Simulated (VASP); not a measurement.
# La3Hf (Pm-3m) in VASP: a series of runs

La3Hf is run at these levels: PBE+D4; tasks: single point.

Everything below comes from runs of VASP 6.6.1. Logs are shortened: lines on timing, memory, paths and dates and some standing lists are left out, and cuts for length are marked.

## (1) The cell of the first run

Symmetry: Pm-3m, No. 221, cubic system. The conventional cell has a = 5.045 Å, b = 5.045 Å, c = 5.045 Å, α = 90.00°, β = 90.00°, γ = 90.00°. Within 4.7 Å of La (site symmetry 4/mmm) lie 8 La at 3.57 Å and 4 Hf at 3.57 Å. Within 4.7 Å of Hf (site symmetry m-3m) lie 12 La at 3.57 Å.

## (2) Single point, PBE+D4

File INCAR:

```
SYSTEM = La3Hf
  PREC = Accurate
  ENCUT = 520
  EDIFF = 1E-7
  ISMEAR = -1
  SIGMA = 0.05
  LREAL = .False.
  LASPH = .True.
  NELM = 80
  ALGO = Normal
  ISIF = 2
  LWAVE = .False.
  LCHARG = .False.
  GGA = PE
  IVDW = 13
  NBANDS = 30
```

File KPOINTS:

```
regular mesh
0
Gamma
  5 5 5
  0 0 0
```

File POSCAR:

```
La3Hf
1.0
    5.0451300000      0.0000000000      0.0000000000
    0.0000000000      5.0451300000      0.0000000000
    0.0000000000      0.0000000000      5.0451300000
La Hf
3 1
Direct
    0.0000000000      0.5000000000      0.5000000000
    0.5000000000      0.0000000000      0.5000000000
    0.5000000000      0.5000000000      0.0000000000
    0.0000000000      0.0000000000      0.0000000000
```

Potentials or basis: VASP PAW PBE potentials, release 64 (La, Hf_pv).

On the command line:

```
$ cat potpaw_PBE.64/La/POTCAR potpaw_PBE.64/Hf_pv/POTCAR > POTCAR
$ mpirun -np 1 vasp_std > vasp.out
```

OUTCAR:

```text
SYSTEM = La3Hf
   PREC = Accurate
   ENCUT = 520
   EDIFF = 1E-7
   ISMEAR = -1
   LREAL = .False.
   LASPH = .True.
   NELM = 80
   ISIF = 2
   GGA = PE
   IVDW = 13

 ion  position               nearest neighbor table
   1  0.000  0.500  0.500-   2 3.57   3 3.57   4 3.57   3 3.57   4 3.57   2 3.57   4 3.57   4 3.57
                             2 3.57   3 3.57   3 3.57   2 3.57
   2  0.500  0.000  0.500-   1 3.57   3 3.57   4 3.57   3 3.57   4 3.57   1 3.57   3 3.57   3 3.57
                             1 3.57   4 3.57   4 3.57   1 3.57
   3  0.500  0.500  0.000-   1 3.57   2 3.57   4 3.57   1 3.57   2 3.57   2 3.57   4 3.57   2 3.57
                             1 3.57   4 3.57   1 3.57   4 3.57
   4  0.000  0.000  0.000-   1 3.57   2 3.57   3 3.57   1 3.57   2 3.57   1 3.57   3 3.57   1 3.57
                             2 3.57   3 3.57   2 3.57   3 3.57

  LATTYP: Found a simple cubic cell.
 ALAT       =     5.0451300000

  Lattice vectors:

 A1 = (   5.0451300000,   0.0000000000,   0.0000000000)
 A2 = (   0.0000000000,   5.0451300000,   0.0000000000)
 A3 = (   0.0000000000,   0.0000000000,   5.0451300000)

Analysis of symmetry for initial positions (statically):
=====================================================================
 Subroutine PRICEL returns:
 Original cell was already a primitive cell.

 Routine SETGRP: Setting up the symmetry group for a
 simple cubic supercell.

 Subroutine GETGRP returns: Found 48 space group operations
[... 9 lines left out ...]

 Routine SETGRP: Setting up the symmetry group for a
 simple cubic supercell.

 Subroutine GETGRP returns: Found 48 space group operations
[... 11 lines left out ...]
                                     Primitive cell

  volume of cell :     128.4154

  direct lattice vectors                    reciprocal lattice vectors
     5.045130000  0.000000000  0.000000000     0.198210948  0.000000000  0.000000000
     0.000000000  5.045130000  0.000000000     0.000000000  0.198210948  0.000000000
     0.000000000  0.000000000  5.045130000     0.000000000  0.000000000  0.198210948

  length of vectors
     5.045130000  5.045130000  5.045130000     0.198210948  0.198210948  0.198210948

  position of ions in fractional coordinates (direct lattice)
     0.000000000  0.500000000  0.500000000
     0.500000000  0.000000000  0.500000000
     0.500000000  0.500000000  0.000000000
     0.000000000  0.000000000  0.000000000

  ion indices of the primitive-cell ions
   primitive index   ion index
                 1           1
                 2           2
                 3           3
                 4           4

----------------------------------------------------------------------------------------

 KPOINTS: regular mesh

Automatic generation of k-mesh.
 Grid dimensions read from file:
 generate k-points for:    5    5    5

 Generating k-lattice:

  Cartesian coordinates                     Fractional coordinates (reciprocal lattice)
     0.039642190  0.000000000  0.000000000     0.200000000  0.000000000  0.000000000
     0.000000000  0.039642190  0.000000000     0.000000000  0.200000000  0.000000000
     0.000000000  0.000000000  0.039642190     0.000000000  0.000000000  0.200000000

  Length of vectors
     0.039642190  0.039642190  0.039642190

  Shift w.r.t. Gamma in fractional coordinates (k-lattice)
     0.000000000  0.000000000  0.000000000

 Subroutine IBZKPT returns following result:
 ===========================================

 Found     10 irreducible k-points:

 Following reciprocal coordinates:
            Coordinates               Weight
  0.000000  0.000000  0.000000      1.000000
  0.200000  0.000000  0.000000      6.000000
  0.400000  0.000000  0.000000      6.000000
  0.200000  0.200000  0.000000     12.000000
  0.400000  0.200000  0.000000     24.000000
  0.400000  0.400000  0.000000     12.000000
  0.200000  0.200000  0.200000      8.000000
  0.400000  0.200000  0.200000     24.000000
  0.400000  0.400000  0.200000     24.000000
  0.400000  0.400000  0.400000      8.000000
   k-points           NKPTS =     10   k-points in BZ     NKDIM =     10   number of bands    NBANDS=     30
   number of dos      NEDOS =    301   number of ions     NIONS =      4
   total plane-waves  NPLWV =  64000
   dimension x,y,z NGX =    40 NGY =   40 NGZ =   40
   dimension x,y,z NGXF=    80 NGYF=   80 NGZF=   80
   ions per type =               3   1
   NGX,Y,Z   is equivalent  to a cutoff of  13.18, 13.18, 13.18 a.u.
   NGXF,Y,Z  is equivalent  to a cutoff of  26.36, 26.36, 26.36 a.u.
 SYSTEM =  La3Hf
   PREC   = accura    normal or accurate (medium, high low for compatibility)
   ISTART =      0    job   : 0-new  1-cont  2-samecut
   ICHARG =      2    charge: 1-file 2-atom 10-const
   ISPIN  =      1    spin polarized calculation?
   LNONCOLLINEAR =      F non collinear calculations
   LSORBIT =      F    spin-orbit coupling
   LASPH  =      T    aspherical Exc in radial PAW
   ENCUT  =  520.0 eV  38.22 Ry    6.18 a.u.   9.38  9.38  9.38*2*pi/ulx,y,z
   NELM   =     80;   NELMIN=  2; NELMDL= -5     # of ELM steps
   EDIFF  = 0.1E-06   stopping-criterion for ELM
   LREAL  =      F    real-space projection
   EDIFFG = 0.1E-05   stopping-criterion for IOM
   NSW    =      0    number of steps for IOM
   IBRION =     -1    ionic relax: 0-MD 1-quasi-New 2-CG
   NFREE  =      0    steps in history (QN), initial steepest desc. (CG)
   ISIF   =      2    stress and relaxation
   ISYM   =      2    0-nonsym 1-usesym 2-fastsym
   POTIM  = 0.5000    time-step for ionic-motion
   TEBEG  =    0.0;   TEEND  =   0.0 temperature during run
   PSTRESS=    0.0 pullay stress
   NELECT =      43.0000    total number of electrons
   NUPDOWN=      -1.0000    fix difference up-down
   EMIN   =  10.00;   EMAX   =-10.00  energy-range for DOS
   EFERMI =   0.00;   METHOD = LEGACY
   ISMEAR =    -1;   SIGMA  =   0.05  broadening in eV -4-tet -1-fermi 0-gaus
   EFERMI_NEDOS =   21; number of points for ismear=-14 and -15
   IALGO  =     38    algorithm
   IMIX   =      4    mixing-type and parameters
     AMIX     =   0.40;   BMIX     =  1.00
     AMIX_MAG =   1.60;   BMIX_MAG =  1.00
  volume/ion in A,a.u.               =      32.10       216.65
  Fermi-wavevector in a.u.,A,eV,Ry     =   1.136821  2.148280 17.583642  1.292361
  Thomas-Fermi vector in A             =   2.273526
   LORBIT       =      0    0 simple, 1 ext, 2 COOP (PROOUT), +10 PAW based schemes
   GGA     = PE    functional components
   LHFCALC =     F    Hartree Fock is set to
   AEXX    =    0.0000 exact exchange contribution
   IVDW    =    13    specifies the selected vdW correction
   LEPSILON=     F    determine dielectric tensor
   LRPA    =     F    only Hartree local field effects (RPA)
 non-spin polarized calculation
  energy-cutoff  :      520.00
  volume of cell :      128.42
 maximum number of plane-waves:      3482
 NGX is ok and might be reduce to    40
   NGX = 19   NGY = 19   NGZ = 19

 number of electron      42.9999997 magnetization

 Free energy of the ion-electron system (eV)
  ---------------------------------------------------
  ext. energy  EPLUGINS =         0.00000000
  ---------------------------------------------------
  free energy    TOTEN  =       -23.82142349 eV

  energy without entropy =      -23.77763662  energy(sigma->0) =      -23.79953005

 E-fermi :   7.7006     XC(G=0): -10.0584

 val. band max:        7.5904372876   @ k =   0.4000   0.2000   0.2000
 cond. band min:       7.7163000068   @ k =   0.4000   0.4000   0.0000
 fundamental gap:      0.1258627191
 Fermi energy:         7.7006431836

 k-point     1 :       0.0000    0.0000    0.0000
  band No.  band energies     occupation
      1     -24.9055      2.00000
      2     -24.5634      2.00000
      3     -24.5634      2.00000
      4     -23.5077      2.00000
      5     -23.5077      2.00000
      6     -23.5077      2.00000
[... 22 lines left out ...]
     29       9.5610      0.00000
     30       9.8387      0.00000

 k-point     2 :       0.2000    0.0000    0.0000
  band No.  band energies     occupation
      1     -24.8797      2.00000
      2     -24.5940      2.00000
      3     -24.5629      2.00000
      4     -23.5075      2.00000
      5     -23.5075      2.00000
      6     -23.5039      2.00000
[... 22 lines left out ...]
     29       9.6600      0.00000
     30       9.8501      0.00000

 k-point     3 :       0.4000    0.0000    0.0000
  band No.  band energies     occupation
      1     -24.8194      2.00000
      2     -24.6618      2.00000
      3     -24.5620      2.00000
      4     -23.5073      2.00000
      5     -23.5073      2.00000
      6     -23.4980      2.00000
[... 22 lines left out ...]
     29       9.5298      0.00000
     30       9.5618      0.00000

 k-point     4 :       0.2000    0.2000    0.0000
  band No.  band energies     occupation
      1     -24.8549      2.00000
      2     -24.6054      2.00000
      3     -24.5789      2.00000
      4     -23.5074      2.00000
      5     -23.5057      2.00000
      6     -23.5033      2.00000
[... 22 lines left out ...]
     29       9.6304      0.00000
     30       9.7421      0.00000

 k-point     5 :       0.4000    0.2000    0.0000
  band No.  band energies     occupation
      1     -24.7962      2.00000
      2     -24.6631      2.00000
      3     -24.5840      2.00000
      4     -23.5072      2.00000
      5     -23.5056      2.00000
      6     -23.4996      2.00000
[... 22 lines left out ...]
     29       9.4668      0.00000
     30       9.6815      0.00000

 k-point     6 :       0.4000    0.4000    0.0000
  band No.  band energies     occupation
      1     -24.7390      2.00000
      2     -24.6716      2.00000
      3     -24.6330      2.00000
      4     -23.5069      2.00000
      5     -23.5030      2.00000
      6     -23.5021      2.00000
[... 22 lines left out ...]
     29       9.4479      0.00000
     30       9.6449      0.00000

 k-point     7 :       0.2000    0.2000    0.2000
  band No.  band energies     occupation
      1     -24.8320      2.00000
      2     -24.6041      2.00000
      3     -24.6041      2.00000
      4     -23.5065      2.00000
      5     -23.5065      2.00000
      6     -23.5024      2.00000
[... 22 lines left out ...]
     29       9.6349      0.00000
     30       9.6484      0.00000

 k-point     8 :       0.4000    0.2000    0.2000
  band No.  band energies     occupation
      1     -24.7766      2.00000
      2     -24.6629      2.00000
      3     -24.6019      2.00000
      4     -23.5078      2.00000
      5     -23.5050      2.00000
      6     -23.5012      2.00000
[... 22 lines left out ...]
     29       9.3682      0.00000
     30       9.5664      0.00000

 k-point     9 :       0.4000    0.4000    0.2000
  band No.  band energies     occupation
      1     -24.7277      2.00000
      2     -24.6692      2.00000
      3     -24.6416      2.00000
      4     -23.5079      2.00000
      5     -23.5052      2.00000
      6     -23.5036      2.00000
[... 22 lines left out ...]
     29       9.2489      0.00000
     30       9.4453      0.00000

 k-point    10 :       0.4000    0.4000    0.4000
  band No.  band energies     occupation
      1     -24.6998      2.00000
      2     -24.6653      2.00000
      3     -24.6653      2.00000
      4     -23.5088      2.00000
      5     -23.5088      2.00000
      6     -23.5069      2.00000
[... 22 lines left out ...]
     29       9.2608      0.00000
     30       9.3933      0.00000

------------------------ aborting loop because EDIFF is reached ----------------------------------------

  DFT-D4 for vdW energy calculation

  Edisp (eV):   -1.11134

  FORCE on cell =-STRESS in cart. coord.  units (eV):
  Direction    XX          YY          ZZ          XY          YZ          ZX
  --------------------------------------------------------------------------------------
  -------------------------------------------------------------------------------------
  Total      -1.14630    -1.14630    -1.14630     0.00000    -0.00000     0.00000
  in kB     -14.30184   -14.30184   -14.30184     0.00000    -0.00000     0.00000
  external pressure =      -14.30 kB  Pullay stress =        0.00 kB

 VOLUME and BASIS-vectors are now :
 -----------------------------------------------------------------------------
  energy-cutoff  :      520.00
  volume of cell :      128.42
      direct lattice vectors                 reciprocal lattice vectors
     5.045130000  0.000000000  0.000000000     0.198210948  0.000000000  0.000000000
     0.000000000  5.045130000  0.000000000     0.000000000  0.198210948  0.000000000
     0.000000000  0.000000000  5.045130000     0.000000000  0.000000000  0.198210948

 POSITION                                       TOTAL-FORCE (eV/Angst)
 -----------------------------------------------------------------------------------
      0.00000      2.52257      2.52257         0.000000      0.000000      0.000000
      2.52257      0.00000      2.52257         0.000000      0.000000      0.000000
      2.52257      2.52257      0.00000         0.000000      0.000000      0.000000
      0.00000      0.00000      0.00000         0.000000      0.000000      0.000000
 -----------------------------------------------------------------------------------
    total drift:                                0.000000     -0.000000     -0.000000

  FREE ENERGIE OF THE ION-ELECTRON SYSTEM (eV)
  ---------------------------------------------------
  free  energy   TOTEN  =       -24.9327663041 eV

  energy  without entropy=      -24.8889794295  energy(sigma->0) =      -24.91087287
```

It took 70 s on 1 thread of Intel Xeon Platinum 8375C at 2.90GHz (Ice Lake), shared host; peak memory 0.26 GiB.

Results:

| Item | Value |
| --- | --- |
| Free energy | -24.9328 eV |
| Pressure | -1.4 GPa |
| Dispersion energy per atom | -0.278 eV |

Levels at points of the mesh, in eV from the Fermi level:
```csv
k point,band 20,band 21,band 22,band 23,band 24,band 25
"(0.00, 0.00, 0.00)",-1.62,-1.62,-1.62,1.40,1.40,1.40
```

Caveat: spin-orbit coupling is left out, which moves the levels of the heavy elements; pairwise dispersion overbinds metals, which lowers pressure and volume.

[end of part 1 of 2]
